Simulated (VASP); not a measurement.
# BN (F-43m) in VASP: a series of runs, part 2 of 2

VASP 6.6.1. The steps go on from the part before.

**3. Vibrations by perturbation theory, LDA**

This run uses another cell than the first one, of 5.67 Å³/atom, 1.039 times its volume.

INCAR reads:

```
SYSTEM = BN
PREC = Accurate
ENCUT = 520
EDIFF = 1E-8
ISMEAR = 0
SIGMA = 0.01
LREAL = .False.
LASPH = .True.
NELM = 80
ALGO = Normal
ISIF = 2
LWAVE = .False.
LCHARG = .False.
GGA = CA
IBRION = 8
NSW = 1
LEPSILON = .True.
```

KPOINTS reads:

```
regular mesh
0
Gamma
  12 12 12
  0 0 0
```

POSCAR reads:

```
BN
1.0
    0.0000000000      1.7830345724      1.7830345724
    1.7830345724      0.0000000000      1.7830345724
    1.7830345724      1.7830345724      0.0000000000
B N
1 1
Direct
    0.0000000000      0.0000000000      0.0000000000
    0.7500000000      0.7500000000      0.7500000000
```

Potentials or basis: VASP PAW LDA potentials, release 64 (B, N).

Started as:

```
cat potpaw_LDA.64/B/POTCAR potpaw_LDA.64/N/POTCAR > POTCAR
mpirun -np 1 vasp_std > vasp.out
```

OUTCAR:

```text
SYSTEM = BN
   PREC = Accurate
   ENCUT = 520
   EDIFF = 1E-8
   ISMEAR = 0
   LREAL = .False.
   LASPH = .True.
   NELM = 80
   ISIF = 2
   GGA = CA
   IBRION = 8
   NSW = 1
   LEPSILON = .True.

 ion  position               nearest neighbor table
   1  0.000  0.000  0.000-   2 1.54   2 1.54   2 1.54   2 1.54
   2  0.750  0.750  0.750-   1 1.54   1 1.54   1 1.54   1 1.54

  LATTYP: Found a face centered cubic cell.
 ALAT       =     3.5660691448

  Lattice vectors:

 A1 = (   0.0000000000,   1.7830345724,   1.7830345724)
 A2 = (   1.7830345724,   0.0000000000,   1.7830345724)
 A3 = (   1.7830345724,   1.7830345724,   0.0000000000)

Analysis of symmetry for initial positions (statically):
=====================================================================
 Subroutine PRICEL returns:
 Original cell was already a primitive cell.

 Routine SETGRP: Setting up the symmetry group for a
 face centered cubic supercell.

 Subroutine GETGRP returns: Found 24 space group operations
 (whereof 24 operations were pure point group operations)
 out of a pool of 48 trial point group operations.

The static configuration has the point symmetry T_d .

Analysis of symmetry for dynamics (positions and initial velocities):
=====================================================================
 Subroutine PRICEL returns:
 Original cell was already a primitive cell.

 Routine SETGRP: Setting up the symmetry group for a
 face centered cubic supercell.

 Subroutine GETGRP returns: Found 24 space group operations
 (whereof 24 operations were pure point group operations)
 out of a pool of 48 trial point group operations.

The dynamic configuration has the point symmetry T_d .

 Subroutine INISYM returns: Found 24 space group operations
 (whereof 24 operations are pure point group operations),
 and found     1 'primitive' translations

----------------------------------------------------------------------------------------

                                     Primitive cell

  volume of cell :      11.3373

  direct lattice vectors                    reciprocal lattice vectors
     0.000000000  1.783034572  1.783034572    -0.280420811  0.280420811  0.280420811
     1.783034572  0.000000000  1.783034572     0.280420811 -0.280420811  0.280420811
     1.783034572  1.783034572  0.000000000     0.280420811  0.280420811 -0.280420811

  length of vectors
     2.521591674  2.521591674  2.521591674     0.485703091  0.485703091  0.485703091

  position of ions in fractional coordinates (direct lattice)
     0.000000000  0.000000000  0.000000000
     0.750000000  0.750000000  0.750000000

[... 452 lines left out ...]
 -----------------------------------------------------------------------------
    -0.00049  1.02869  0.00000
     1.02869 -0.00049  0.00000
     0.00000  0.00000  0.00039

--------------------------------------- Ionic step        4  -------------------------------------------

------------------------ aborting loop because EDIFF is reached ----------------------------------------

[... ionic steps 5 to 6 ...]

--------------------------------------- Ionic step        7  -------------------------------------------

 Free energy of the ion-electron system (eV)
  ---------------------------------------------------
  ---------------------------------------------------
  free energy    TOTEN  =        -0.22741860 eV

  energy without entropy =       -0.22741860

------------------------ aborting loop because EDIFF is reached ----------------------------------------

 INTERNAL STRAIN TENSOR  FOR ION    2  DIRECTION 1   (eV/Angst):
 -----------------------------------------------------------------------------
     0.01243  0.00000  0.00000
     0.00000 -0.00501  3.51749
     0.00000  3.51749 -0.00501

 MACROSCOPIC STATIC DIELECTRIC TENSOR (including local field effects in DFT)
 ------------------------------------------------------
           4.553459     0.000000     0.000000
           0.000000     4.553459    -0.000000
           0.000000     0.000000     4.553459
 ------------------------------------------------------

 PIEZOELECTRIC TENSOR (including local field effects)  for field in x, y, z        (e  Angst)
          XX          YY          ZZ          XY          YZ          ZX
  --------------------------------------------------------------------------------
  x     0.00000    -0.00000    -0.00000     0.00000     0.72853     0.00000
  y     0.00000     0.00000     0.00000     0.00000     0.00000     0.72853
  z    -0.00000    -0.00000    -0.00000     0.72853     0.00000     0.00000

 PIEZOELECTRIC TENSOR (including local field effects)  for field in x, y, z        (C/m^2)
          XX          YY          ZZ          XY          YZ          ZX
  --------------------------------------------------------------------------------
  x     0.00000    -0.00000    -0.00000     0.00000     1.02956     0.00000
  y     0.00000     0.00000     0.00000     0.00000     0.00000     1.02956
  z    -0.00000    -0.00000    -0.00000     1.02956     0.00000     0.00000

 BORN EFFECTIVE CHARGES (including local field effects) (in |e|, cummulative output)
 ---------------------------------------------------------------------------------
 ion    1
    1     1.86710     0.00000    -0.00000
    2     0.00000     1.86710     0.00000
    3    -0.00000     0.00000     1.86710
 ion    2
    1    -1.86710     0.00000     0.00000
    2     0.00000    -1.86710    -0.00000
    3     0.00000    -0.00000    -1.86710

 INTERNAL STRAIN TENSOR FOR ION    2 for displacements in x,y,z  (eV/Angst):
          X           Y           Z          XY          YZ          ZX
  --------------------------------------------------------------------------------
  x     0.00000     0.00000     0.00000     0.00000     3.51749     0.00000
  y     0.00000     0.00000     0.00000     0.00000     0.00000     3.51749
  z     0.00000     0.00000     0.00000     3.51749     0.00000     0.00000

 SECOND DERIVATIVES (NOT SYMMETRIZED)
 ------------------------------------
               1X          1Y          1Z          2X          2Y          2Z
  1X   -26.476790    0.000000    0.000000   26.476790    0.000000    0.000000
  1Y     0.000000  -26.476790    0.000000    0.000000   26.476790    0.000000
  1Z     0.000000    0.000000  -26.476790    0.000000    0.000000   26.476790
  2X    26.470198    0.000000    0.000000  -26.470198    0.000000    0.000000
  2Y     0.000000   26.470198    0.000000    0.000000  -26.470198    0.000000
  2Z     0.000000    0.000000   26.470198    0.000000    0.000000  -26.470198

 Eigenvectors and eigenvalues of the dynamical matrix
 ----------------------------------------------------

   1 f  =   32.567038 THz   204.624734 2PiTHz 1086.319452 cm-1   134.686386 meV
             X         Y         Z           dx          dy          dz
      0.000000  0.000000  0.000000     0.000000    0.751229    0.000000
      2.674552  2.674552  2.674552     0.000000   -0.660042    0.000000
[... 21 lines left out ...]
   6 f/i=    0.002010 THz     0.012631 2PiTHz    0.067059 cm-1     0.008314 meV
             X         Y         Z           dx          dy          dz
      0.000000  0.000000  0.000000     0.000000    0.000000   -0.660042
      2.674552  2.674552  2.674552     0.000000    0.000000   -0.751229

--------------------------------------------------------------------------------------------------------

 MACROSCOPIC STATIC DIELECTRIC TENSOR IONIC CONTRIBUTION
 ------------------------------------------------------
           2.101744    -0.000000    -0.000000
          -0.000000     2.101744    -0.000000
          -0.000000    -0.000000     2.101744
 ------------------------------------------------------

 ELASTIC MODULI CONTR FROM IONIC RELAXATION (kBar)
 Direction    XX          YY          ZZ          XY          YZ          ZX
 --------------------------------------------------------------------------------
 XX           0.0000      0.0000      0.0000      0.0000      0.0000      0.0000
 YY           0.0000      0.0000      0.0000      0.0000      0.0000      0.0000
 ZZ           0.0000      0.0000      0.0000      0.0000      0.0000      0.0000
 XY           0.0000      0.0000      0.0000    -62.8958      0.0000      0.0000
 YZ           0.0000      0.0000      0.0000      0.0000    -62.8958      0.0000
 ZX           0.0000      0.0000      0.0000      0.0000      0.0000    -62.8958
 --------------------------------------------------------------------------------

 PIEZOELECTRIC TENSOR IONIC CONTR  for field in x, y, z        (C/m^2)
          XX          YY          ZZ          XY          YZ          ZX
  --------------------------------------------------------------------------------
  x     0.00000     0.00000     0.00000     0.00000    -0.34212     0.00000
  y     0.00000     0.00000     0.00000     0.00000     0.00000    -0.34212
  z     0.00000     0.00000     0.00000    -0.34212     0.00000     0.00000
```

OSZICAR:

```text
N       E                     dE             d eps       ncg     rms          rms(c)
DAV:   1     0.648879299019E+01    0.64888E+01   -0.53782E+03  1184   0.997E+02
DAV:   2    -0.204848043996E+02   -0.26974E+02   -0.25436E+02  1552   0.155E+02
DAV:   3    -0.206186140317E+02   -0.13381E+00   -0.13381E+00  1360   0.139E+01
DAV:   4    -0.206187099263E+02   -0.95895E-04   -0.95895E-04  1576   0.362E-01
[... 131 lines left out ...]
RMM:   6    -0.227420828455E+00   -0.79711E-05    0.70083E-07  7149   0.204E-03    0.377E-04
RMM:   7    -0.227418523794E+00    0.23047E-05   -0.38154E-08  7500   0.496E-04    0.565E-05
RMM:   8    -0.227418694242E+00   -0.17045E-06    0.21929E-10  7163   0.497E-05    0.228E-05
RMM:   9    -0.227418612851E+00    0.81391E-07    0.37163E-09  7823   0.208E-05    0.893E-07
RMM:  10    -0.227418604369E+00    0.84821E-08   -0.92106E-10  5589   0.133E-06    0.428E-07
 Linear response finished
```

It took 80 s on 1 thread of AMD EPYC 9R45 (Zen 5), shared host; peak memory 0.14 GiB.

What came out:

```
Electronic dielectric tensor (diagonal)                 : 4.55
Born charges (mean of the diagonal)                     : B +1.87; N -1.87 e
Highest phonon frequency at Γ, LO-TO splitting left out : 1086 cm⁻¹
```

Phonon frequencies in cm⁻¹ (negative: imaginary):
```tsv
q point	frequencies
(0.000, 0.000, 0.000)	0 0 0 1086 1086 1086
```

Electronic dielectric tensor:
```
4.55 0.00 0.00
0.00 4.55 0.00
0.00 0.00 4.55
```

Born effective charge tensors (e):
atom 1, B
```
1.87 0.00 0.00
0.00 1.87 0.00
0.00 0.00 1.87
```
atom 2, N
```
-1.87  0.00  0.00
 0.00 -1.87  0.00
 0.00  0.00 -1.87
```

Caveat: the cell wasn't relaxed at this level first, which shifts response properties.
